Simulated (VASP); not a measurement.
# InP (I4/mmm) in VASP: notebook, part 2 of 2

VASP 6.6.1. Earlier steps stand in the parts before.

## Step 4: Single point, PBE (22.96 Å³/atom)

This run uses another cell than the first one, of 22.96 Å³/atom.

Input file INCAR:

```
SYSTEM = InP
PREC = Accurate
ENCUT = 520
EDIFF = 1E-7
ISMEAR = 0
SIGMA = 0.15
LREAL = .False.
LASPH = .True.
NELM = 60
ALGO = Normal
ISIF = 2
LWAVE = .False.
LCHARG = .True.
GGA = PE
LELF = .True.
LVHAR = .True.
NBANDS = 16
```

Input file KPOINTS:

```
regular mesh
0
Gamma
  20 20 20
  0 0 0
```

Input file POSCAR:

```
InP
1.0
    0.0000000000      2.8043213218      2.9192984959
    2.8043213218      0.0000000000      2.9192984959
    2.8043213218      2.8043213218      0.0000000000
In P
1 1
Direct
    0.0000000000      0.0000000000      0.0000000000
    0.5000000000      0.5000000000      0.5000000000
```

Potentials or basis: VASP PAW PBE potentials, release 64 (In_d, P).

Command:

```sh
$ cat potpaw_PBE.64/In_d/POTCAR potpaw_PBE.64/P/POTCAR > POTCAR
$ mpirun -np 1 vasp_std > vasp.out
```

OUTCAR:

```text
SYSTEM = InP
   PREC = Accurate
   ENCUT = 520
   EDIFF = 1E-7
   ISMEAR = 0
   LREAL = .False.
   LASPH = .True.
   NELM = 60
   ISIF = 2
   GGA = PE

 ion  position               nearest neighbor table
   1  0.000  0.000  0.000-   2 2.80   2 2.80   2 2.80   2 2.80   2 2.92   2 2.92
   2  0.500  0.500  0.500-   1 2.80   1 2.80   1 2.80   1 2.80   1 2.92   1 2.92

  LATTYP: Found a body centered tetragonal cell.
 ALAT       =     3.9659092465
 C/A-ratio  =     1.4721963184

  Lattice vectors:

 A1 = (  -2.8043213218,   0.0000000000,   2.9192984959)
 A2 = (   2.8043213218,   0.0000000000,   2.9192984959)
 A3 = (   0.0000000000,   2.8043213218,  -2.9192984959)

Analysis of symmetry for initial positions (statically):
=====================================================================
 Subroutine PRICEL returns:
 Original cell was already a primitive cell.

 Routine SETGRP: Setting up the symmetry group for a
 body centered tetragonal supercell.

 Subroutine GETGRP returns: Found 16 space group operations
 (whereof 16 operations were pure point group operations)
 out of a pool of 16 trial point group operations.

The static configuration has the point symmetry D_4h.

Analysis of symmetry for dynamics (positions and initial velocities):
=====================================================================
 Subroutine PRICEL returns:
 Original cell was already a primitive cell.

 Routine SETGRP: Setting up the symmetry group for a
 body centered tetragonal supercell.

 Subroutine GETGRP returns: Found 16 space group operations
 (whereof 16 operations were pure point group operations)
 out of a pool of 16 trial point group operations.

The dynamic configuration has the point symmetry D_4h.

 Subroutine INISYM returns: Found 16 space group operations
 (whereof 16 operations are pure point group operations),
 and found     1 'primitive' translations

----------------------------------------------------------------------------------------

[... 111 lines left out ...]
     AMIX     =   0.40;   BMIX     =  1.00
     AMIX_MAG =   1.60;   BMIX_MAG =  1.00
  volume/ion in A,a.u.               =      22.96       154.93
  Fermi-wavevector in a.u.,A,eV,Ry     =   1.198149  2.264174 19.532007  1.435562
  Thomas-Fermi vector in A             =   2.334046
   LORBIT       =      0    0 simple, 1 ext, 2 COOP (PROOUT), +10 PAW based schemes
   GGA     = PE    functional components
   LHFCALC =     F    Hartree Fock is set to
   AEXX    =    0.0000 exact exchange contribution
   IVDW    =     0    specifies the selected vdW correction
   LEPSILON=     F    determine dielectric tensor
   LRPA    =     F    only Hartree local field effects (RPA)
 non-spin polarized calculation
 Gauss-broadening in eV      SIGMA  =   0.15
  energy-cutoff  :      520.00
  volume of cell :       45.92
 maximum number of plane-waves:      1271
   NGX = 15   NGY = 15   NGZ = 15

 number of electron      17.9999995 magnetization

 Free energy of the ion-electron system (eV)
  ---------------------------------------------------
  ext. energy  EPLUGINS =         0.00000000
  ---------------------------------------------------
  free energy    TOTEN  =        -7.85747919 eV

  energy without entropy =       -7.84206136  energy(sigma->0) =       -7.84977028

 E-fermi :   6.1216     XC(G=0): -10.0360

 val. band max:        6.1214937740   @ k =  -0.2000   0.0500   0.0000
 cond. band min:       6.1228712784   @ k =  -0.1500   0.4000   0.3000
 fundamental gap:      0.0013775044
 Fermi energy:         6.1215628361

 k-point     1 :       0.0000    0.0000    0.0000
  band No.  band energies     occupation
      1      -8.0324      2.00000
      2      -8.0265      2.00000
      3      -8.0197      2.00000
      4      -8.0071      2.00000
      5      -8.0071      2.00000
      6      -5.3454      2.00000
[... 433 lines left out ...]
      3      -8.0138      2.00000
      4      -7.9635      2.00000
      5      -7.9541      2.00000
      6      -3.9739      2.00000
[... 8 lines left out ...]
     15      15.6727      0.00000
     16      16.8531      0.00000

 [... further k-points ...]

------------------------ aborting loop because EDIFF is reached ----------------------------------------

  FORCE on cell =-STRESS in cart. coord.  units (eV):
  Direction    XX          YY          ZZ          XY          YZ          ZX
  --------------------------------------------------------------------------------------
  -------------------------------------------------------------------------------------
  Total       -1.0576757     -1.0576757     -1.7770076      0.0000000     -0.0000000     -0.0000000
  in kB      -36.9061788    -36.9061788    -62.0063019      0.0000000     -0.0000000     -0.0000000
  external PRESSURE =     -45.2728865 kB  Pullay stress =       0.0000000 kB

 VOLUME and BASIS-vectors are now :
 -----------------------------------------------------------------------------
  energy-cutoff  :      520.00
  volume of cell :       45.92
      direct lattice vectors                 reciprocal lattice vectors
     0.000000000  2.804321322  2.919298496    -0.178296259  0.178296259  0.171274024
     2.804321322  0.000000000  2.919298496     0.178296259 -0.178296259  0.171274024
     2.804321322  2.804321322  0.000000000     0.178296259  0.178296259 -0.171274024

 POSITION                                       TOTAL-FORCE (eV/Angst)
 -----------------------------------------------------------------------------------
      0.00000      0.00000      0.00000        -0.000000     -0.000000      0.000000
      2.80432      2.80432      2.91930         0.000000      0.000000      0.000000
 -----------------------------------------------------------------------------------
    total drift:                               -0.000000      0.000000      0.000000

  FREE ENERGIE OF THE ION-ELECTRON SYSTEM (eV)
  ---------------------------------------------------
  free  energy   TOTEN  =        -7.8574791888 eV

  energy  without entropy=       -7.8420613615  energy(sigma->0) =       -7.84977028
```

stdout:

```text
POSCAR found type information on POSCAR InP
 POSCAR found :  2 types and       2 ions
 scaLAPACK will be used
 LDA part: xc-table for (Slater+PW92), standard interpolation
 POSCAR, INCAR and KPOINTS ok, starting setup
 FFT: planning ... GRIDC
 FFT: planning ... GRID_SOFT
 FFT: planning ... GRID
 WAVECAR not read
 entering main loop
```

It took 9.9 min on 1 thread of Intel Xeon 8259CL, shared host; peak memory 0.55 GiB.

What came out:

* Free energy: -7.8575 eV
* Pressure: -4.5 GPa
* Band gap on the k mesh: zero (bands 9 and 10 overlap by 2.32 eV)

Caveat: the cell stands under tension; spin-orbit coupling is left out, which moves the levels of the heavy elements.

## Step 5: The runs side by side

| cell | gap on the mesh (eV) | pressure (GPa) |
| --- | --- | --- |
| a = 3.910, b = 3.910, c = 3.831 Å, angles 60.7, 60.7, 58.7°, 2 atoms | none | 2.3 |
| a = 3.837, b = 3.837, c = 3.760 Å, angles 60.7, 60.7, 58.7°, 2 atoms | none | 7.7 |
| a = 4.048, b = 4.048, c = 3.966 Å, angles 60.7, 60.7, 58.7°, 2 atoms | none | -4.5 |

Alike in all rows: task single point; level PBE; potentials or basis VASP PAW PBE potentials, release 64 (In_d, P); no spin polarisation; k mesh 20 × 20 × 20; cutoff (eV) 520; smearing gaussian 0.15 eV.

Caveats: spin-orbit coupling is left out, which moves the levels of the heavy elements; the stress differs along the axes, from 4 to 10 GPa (at least some runs); the cell stands under tension (at least some runs).

Absolute energies hang on the potentials; compare differences alone.
